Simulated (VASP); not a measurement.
# ZrC (rock salt type): single point with HSE06

Crystal: ZrC (rock salt type).

```
Zr C
1.0
     0.00000    2.29045    2.29045
     2.29045    0.00000    2.29045
     2.29045    2.29045    0.00000
Zr C
1 1
Direct
  0.00000 0.00000 0.00000
  0.50000 0.50000 0.50000
```

```yaml
Program: VASP 6.6.1
Task: single point
Functional: HSE06
Potentials_or_basis: VASP PAW PBE potentials, release 64 (Zr_sv, C)
Cutoff: 520 eV
k_mesh: 4 × 4 × 4
Occupations: fermi-dirac, width 0.1 eV
Spin: no spin polarisation
Dipole_correction: no
Grid_for_exact_exchange_PRECFOCK: Normal
Further_INCAR_settings: ALGO = Normal; EDIFF = 1e-07; NBANDS = 15
Screening_parameter: 0.2079 1/Å
```

The pressure is 18.1 GPa and the band gap on the k mesh is zero (band 8 reaches 11.33 eV, above the bottom of band 9 at 9.79 eV).

Levels at points of the mesh, in eV from the Fermi level:
```tsv
k point	band 4	band 5	band 6	band 7	band 8	band 9	band 10	band 11	band 12	band 13
(0.00, 0.00, 0.00)	-27.28	-13.07	1.19	1.19	1.19	1.89	1.89	1.89	3.86	3.86
(0.50, 0.00, 0.00)	-27.39	-9.23	-6.27	-3.54	-3.54	6.17	6.17	7.13	7.71	12.69
(0.50, 0.50, 0.00)	-27.69	-11.84	-2.33	-1.78	0.23	0.23	5.87	7.56	7.56	10.35
```

It took 2.5 min on 1 thread of Intel(R) Xeon(R) 6975P-C (Granite Rapids), on a shared host, peak memory 0.24 GiB.

Caveat: the k points lie up to 0.59 Å⁻¹ apart; the PAW data sets were made with another functional, which shifts forces and pressure a little.
